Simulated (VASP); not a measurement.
# TiO2 (rutile type) (P4_2/mnm) in VASP: relaxation of cell and atoms with PBEsol

Aim: the relaxation of cell and atoms of TiO2 (rutile type) with PBEsol.

Everything below comes from runs of VASP 6.6.1. Logs are shortened: lines on timing, memory, paths and dates and some standing lists are left out, and cuts for length are marked.

## Step 1: The cell of the first run

It takes space group P4_2/mnm (No. 136, tetragonal). Conventional cell: a = 4.496 Å, b = 4.496 Å, c = 2.968 Å, α = 90.00°, β = 90.00°, γ = 90.00°. Within 2.6 Å of Ti (site symmetry mmm) lie 6 O at 1.93 to 1.94 Å. O (site symmetry m2m) has 3 Ti at 1.93 to 1.94 Å and 1 O at 2.48 Å within 2.6 Å.

## Step 2: Relaxation of cell and atoms, PBEsol

INCAR reads:

```
PREC = Accurate ; ENCUT = 600
EDIFF = 1E-6 ; ISMEAR = -1
SIGMA = 0.05 ; LREAL = F
LASPH = T ; NELM = 100
ALGO = Normal ; ISIF = 3
LWAVE = F ; LCHARG = F
GGA = PS ; IBRION = 2
NSW = 60 ; EDIFFG = -0.005
```

KPOINTS reads:

```
regular mesh
0
Gamma
  8 8 11
```

POSCAR reads:

```
TiO2
1.0
    4.4964431302      0.0000000000      0.0000000000
    0.0000000000      4.4964431302      0.0000000000
    0.0000000000      0.0000000000      2.9676524660
Ti O
2 4
Direct
    0.0000000000      0.0000000000      0.0000000000
    0.5000000000      0.5000000000      0.5000000000
    0.3050000000      0.3050000000      0.0000000000
    0.6950000000      0.6950000000      0.0000000000
    0.8050000000      0.1950000000      0.5000000000
    0.1950000000      0.8050000000      0.5000000000
```

Potentials or basis: VASP PAW PBE potentials, release 64 (Ti_sv, O).

The run is started by

```
$ cat potpaw_PBE.64/Ti_sv/POTCAR potpaw_PBE.64/O/POTCAR > POTCAR
$ mpirun -np 1 vasp_std > vasp.out
```

OUTCAR:

```text
PREC = Accurate
   ENCUT = 600
   EDIFF = 1E-6
   ISMEAR = -1
   LREAL = F
   LASPH = T
   NELM = 100
   ISIF = 3
   GGA = PS
   IBRION = 2
   NSW = 60
   EDIFFG = -0.005

 ion  position               nearest neighbor table
   1  0.000  0.000  0.000-   5 1.93   6 1.93   5 1.93   6 1.93   3 1.94   4 1.94
   2  0.500  0.500  0.500-   3 1.93   4 1.93   3 1.93   4 1.93   5 1.94   6 1.94
   3  0.305  0.305  0.000-   2 1.93   2 1.93   1 1.94
   4  0.695  0.695  0.000-   2 1.93   2 1.93   1 1.94
   5  0.805  0.195  0.500-   1 1.93   1 1.93   2 1.94
   6  0.195  0.805  0.500-   1 1.93   1 1.93   2 1.94

  LATTYP: Found a simple tetragonal cell.
 ALAT       =     4.4964431302
 C/A-ratio  =     0.6600000000

  Lattice vectors:

 A1 = (   4.4964431302,   0.0000000000,   0.0000000000)
 A2 = (   0.0000000000,   4.4964431302,   0.0000000000)
 A3 = (   0.0000000000,   0.0000000000,   2.9676524660)

Analysis of symmetry for initial positions (statically):
=====================================================================
 Subroutine PRICEL returns:
 Original cell was already a primitive cell.

 Routine SETGRP: Setting up the symmetry group for a
 simple tetragonal supercell.

 Subroutine GETGRP returns: Found 16 space group operations
 (whereof  8 operations were pure point group operations)
 out of a pool of 16 trial point group operations.

The static configuration has the point symmetry D_2h.
 The point group associated with its full space group is D_4h.

Analysis of symmetry for dynamics (positions and initial velocities):
=====================================================================
 Subroutine PRICEL returns:
 Original cell was already a primitive cell.

 Routine SETGRP: Setting up the symmetry group for a
 simple tetragonal supercell.

 Subroutine GETGRP returns: Found 16 space group operations
 (whereof  8 operations were pure point group operations)
 out of a pool of 16 trial point group operations.

The dynamic configuration has the point symmetry D_2h.
 The point group associated with its full space group is D_4h.

 Subroutine INISYM returns: Found 16 space group operations
 (whereof  8 operations are pure point group operations),
 and found     1 'primitive' translations

----------------------------------------------------------------------------------------

                                     Primitive cell

  volume of cell :      60.0000

  direct lattice vectors                    reciprocal lattice vectors
     4.496443130  0.000000000  0.000000000     0.222398009  0.000000000  0.000000000
     0.000000000  4.496443130  0.000000000     0.000000000  0.222398009  0.000000000
     0.000000000  0.000000000  2.967652466     0.000000000  0.000000000  0.336966680

  length of vectors
     4.496443130  4.496443130  2.967652466     0.222398009  0.222398009  0.336966680

  position of ions in fractional coordinates (direct lattice)
     0.000000000  0.000000000  0.000000000
     0.500000000  0.500000000  0.500000000
     0.305000000  0.305000000  0.000000000
     0.695000000  0.695000000  0.000000000
     0.805000000  0.195000000  0.500000000
     0.195000000  0.805000000  0.500000000

  ion indices of the primitive-cell ions
   primitive index   ion index
                 1           1
                 2           2
                 3           3
                 4           4
                 5           5
                 6           6

----------------------------------------------------------------------------------------

 KPOINTS: regular mesh

Automatic generation of k-mesh.
 Grid dimensions read from file:
 generate k-points for:    8    8   11

 Generating k-lattice:

  Cartesian coordinates                     Fractional coordinates (reciprocal lattice)
     0.027799751  0.000000000  0.000000000     0.125000000  0.000000000  0.000000000
     0.000000000  0.027799751  0.000000000     0.000000000  0.125000000  0.000000000
     0.000000000  0.000000000  0.030633335     0.000000000  0.000000000  0.090909091

  Length of vectors
     0.027799751  0.027799751  0.030633335

  Shift w.r.t. Gamma in fractional coordinates (k-lattice)
     0.000000000  0.000000000  0.000000000

 Subroutine IBZKPT returns following result:
 ===========================================

 Found     90 irreducible k-points:

 Following reciprocal coordinates:
            Coordinates               Weight
  0.000000  0.000000  0.000000      1.000000
  0.125000  0.000000  0.000000      4.000000
  0.250000  0.000000  0.000000      4.000000
  0.375000  0.000000  0.000000      4.000000
  0.500000  0.000000  0.000000      2.000000
  0.125000  0.125000  0.000000      4.000000
[... 16 lines left out ...]
  0.375000  0.125000  0.090909     16.000000
  0.500000  0.125000  0.090909      8.000000
 [... further k-points ...]
   k-points           NKPTS =     90   k-points in BZ     NKDIM =     90   number of bands    NBANDS=     28
   number of dos      NEDOS =    301   number of ions     NIONS =      6
   total plane-waves  NPLWV =  31104
   dimension x,y,z NGX =    36 NGY =   36 NGZ =   24
   dimension x,y,z NGXF=    72 NGYF=   72 NGZF=   48
   ions per type =               2   4
   NGX,Y,Z   is equivalent  to a cutoff of  13.31, 13.31, 13.44 a.u.
   NGXF,Y,Z  is equivalent  to a cutoff of  26.62, 26.62, 26.89 a.u.
 SYSTEM =  unknown system
   PREC   = accura    normal or accurate (medium, high low for compatibility)
   ISTART =      0    job   : 0-new  1-cont  2-samecut
   ICHARG =      2    charge: 1-file 2-atom 10-const
   ISPIN  =      1    spin polarized calculation?
   LNONCOLLINEAR =      F non collinear calculations
   LSORBIT =      F    spin-orbit coupling
   LASPH  =      T    aspherical Exc in radial PAW
   ENCUT  =  600.0 eV  44.10 Ry    6.64 a.u.   8.98  8.98  5.93*2*pi/ulx,y,z
   NELM   =    100;   NELMIN=  2; NELMDL= -5     # of ELM steps
   EDIFF  = 0.1E-05   stopping-criterion for ELM
   LREAL  =      F    real-space projection
   EDIFFG = -.5E-02   stopping-criterion for IOM
   NSW    =     60    number of steps for IOM
   IBRION =      2    ionic relax: 0-MD 1-quasi-New 2-CG
   NFREE  =      1    steps in history (QN), initial steepest desc. (CG)
   ISIF   =      3    stress and relaxation
   ISYM   =      2    0-nonsym 1-usesym 2-fastsym
   POTIM  = 0.5000    time-step for ionic-motion
   TEBEG  =    0.0;   TEEND  =   0.0 temperature during run
   PSTRESS=    0.0 pullay stress
   NELECT =      48.0000    total number of electrons
   NUPDOWN=      -1.0000    fix difference up-down
   EMIN   =  10.00;   EMAX   =-10.00  energy-range for DOS
   EFERMI =   0.00;   METHOD = LEGACY
   ISMEAR =    -1;   SIGMA  =   0.05  broadening in eV -4-tet -1-fermi 0-gaus
   EFERMI_NEDOS =   21; number of points for ismear=-14 and -15
   IALGO  =     38    algorithm
   IMIX   =      4    mixing-type and parameters
     AMIX     =   0.40;   BMIX     =  1.00
     AMIX_MAG =   1.60;   BMIX_MAG =  1.00
  volume/ion in A,a.u.               =      10.00        67.48
  Fermi-wavevector in a.u.,A,eV,Ry     =   1.519748  2.871907 31.424465  2.309633
  Thomas-Fermi vector in A             =   2.628692
   LORBIT       =      0    0 simple, 1 ext, 2 COOP (PROOUT), +10 PAW based schemes
   GGA     = PS    functional components
   LHFCALC =     F    Hartree Fock is set to
   AEXX    =    0.0000 exact exchange contribution
   IVDW    =     0    specifies the selected vdW correction
   LEPSILON=     F    determine dielectric tensor
   LRPA    =     F    only Hartree local field effects (RPA)
 conjugate gradient relaxation of ions
 non-spin polarized calculation
  energy-cutoff  :      600.00
  volume of cell :       60.00
 maximum number of plane-waves:      2028
 NGX is ok and might be reduce to    36
   NGX = 17   NGY = 17   NGZ = 11

--------------------------------------- Ionic step        1  -------------------------------------------

 number of electron      47.9999980 magnetization

 Free energy of the ion-electron system (eV)
  ---------------------------------------------------
  ext. energy  EPLUGINS =         0.00000000
  ---------------------------------------------------
  free energy    TOTEN  =       -56.02847100 eV

  energy without entropy =      -56.02847100  energy(sigma->0) =      -56.02847100

------------------------ aborting loop because EDIFF is reached ----------------------------------------

  FORCE on cell =-STRESS in cart. coord.  units (eV):
  Direction    XX          YY          ZZ          XY          YZ          ZX
  --------------------------------------------------------------------------------------
  -------------------------------------------------------------------------------------
  Total        3.6441836      3.6441836      1.3648463      0.0000000      0.0000000      0.0000000
  in kB       97.3104721     97.3104721     36.4454299      0.0000000      0.0000000      0.0000000
  external PRESSURE =      77.0221247 kB  Pullay stress =       0.0000000 kB
[... 225 lines left out ...]
  energy  without entropy=      -56.1015370727  energy(sigma->0) =      -56.10153707

--------------------------------------- Ionic step        7  -------------------------------------------

 number of electron      48.0000019 magnetization

 Free energy of the ion-electron system (eV)
  ---------------------------------------------------
  ext. energy  EPLUGINS =         0.00000000
  ---------------------------------------------------
  free energy    TOTEN  =       -56.10153581 eV

  energy without entropy =      -56.10153581  energy(sigma->0) =      -56.10153581

 E-fermi :   5.6851     XC(G=0): -11.7345

 val. band max:        4.7888695678   @ k =   0.0000   0.0000   0.0000
 cond. band min:       6.6210534209   @ k =   0.0000   0.0000   0.0000
 fundamental gap:      1.8321838532
 Fermi energy:         5.6850581265

 k-point     1 :       0.0000    0.0000    0.0000
  band No.  band energies     occupation
      1     -51.8455      2.00000
      2     -51.8273      2.00000
      3     -28.2748      2.00000
      4     -28.2748      2.00000
      5     -28.1016      2.00000
      6     -28.1016      2.00000
[... 733 lines left out ...]
     27       7.7712      0.00000
     28       7.7712      0.00000

 [... further k-points ...]

------------------------ aborting loop because EDIFF is reached ----------------------------------------

  FORCE on cell =-STRESS in cart. coord.  units (eV):
  Direction    XX          YY          ZZ          XY          YZ          ZX
  --------------------------------------------------------------------------------------
  -------------------------------------------------------------------------------------
  Total        0.0235483      0.0235483     -0.0197366      0.0000000      0.0000000      0.0000000
  in kB        0.6080270      0.6080270     -0.5096066      0.0000000      0.0000000      0.0000000
  external PRESSURE =       0.2354825 kB  Pullay stress =       0.0000000 kB
[... 21 lines left out ...]
  FREE ENERGIE OF THE ION-ELECTRON SYSTEM (eV)
  ---------------------------------------------------
  free  energy   TOTEN  =       -56.1015358072 eV

  energy  without entropy=      -56.1015358066  energy(sigma->0) =      -56.10153581

 reached required accuracy - stopping structural energy minimisation
```

It took 5.1 min on 1 thread of Intel Xeon 6975P-C (Granite Rapids), shared host; peak memory 0.28 GiB.

What came out:

```yaml
Free_energy: -56.1015 eV
Relaxed_volume: 10.34 Å³/atom
Relaxed_cell: a = 4.592 Å, b = 4.592 Å, c = 2.942 Å, α = 90.00°, β = 90.00°, γ = 90.00°
Space_group_after_relaxing_to_0.1_Å: P4_2/mnm (No. 136)
Energy_gained_by_relaxing: 12.2 meV/atom
Ionic_steps: 7
Pressure_after_relaxing: 0.0 GPa
Band_gap_on_the_k_mesh: 1.83 eV
```

Stress tensor (GPa, compression positive):
```
 0.06  0.00  0.00
 0.00  0.06  0.00
 0.00  0.00 -0.05
```

Step by step:
| step | energy change (eV) | largest force (eV/Å) | pressure (GPa) | volume (Å³) |
| --- | --- | --- | --- | --- |
| 1 | 0.0000 | 0.1990 | 7.70 | 60.00 |
| 2 | -0.0011 | 0.2552 | -8.50 | 64.27 |
| 3 | -0.0574 | 0.0348 | -0.97 | 62.09 |
| 4 | -0.0727 | 0.0105 | -0.18 | 62.07 |
| 5 | -0.0731 | 0.0056 | -0.02 | 62.07 |
| 6 | -0.0731 | 0.0061 | -0.03 | 62.07 |
| 7 | -0.0731 | 0.0013 | 0.02 | 62.05 |

Final structure:
```
Ti O
1.0
     4.59228    0.00000    0.00000
     0.00000    4.59228    0.00000
     0.00000    0.00000    2.94232
Ti O
2 4
Direct
  0.00000 0.00000 0.00000
  0.50000 0.50000 0.50000
  0.30434 0.30434 0.00000
  0.69566 0.69566 0.00000
  0.80434 0.19566 0.50000
  0.19566 0.80434 0.50000
```

Levels at points of the mesh, in eV from the valence-band top:
```tsv
k point	band 20	band 21	band 22	band 23	band 24	band 25	band 26	band 27	band 28
(0.00, 0.00, 0.00)	-1.98	-0.69	-0.46	-0.46	0.00	1.83	2.11	2.40	2.50
(0.50, 0.00, 0.00)	-3.10	-1.64	-1.64	-0.76	-0.76	2.51	2.51	3.04	3.04
(0.50, 0.50, 0.00)	-2.25	-1.30	-1.30	-1.09	-1.09	1.87	1.87	2.52	2.52
```

Caveat: the PAW data sets were made with another functional, which shifts forces and pressure a little.
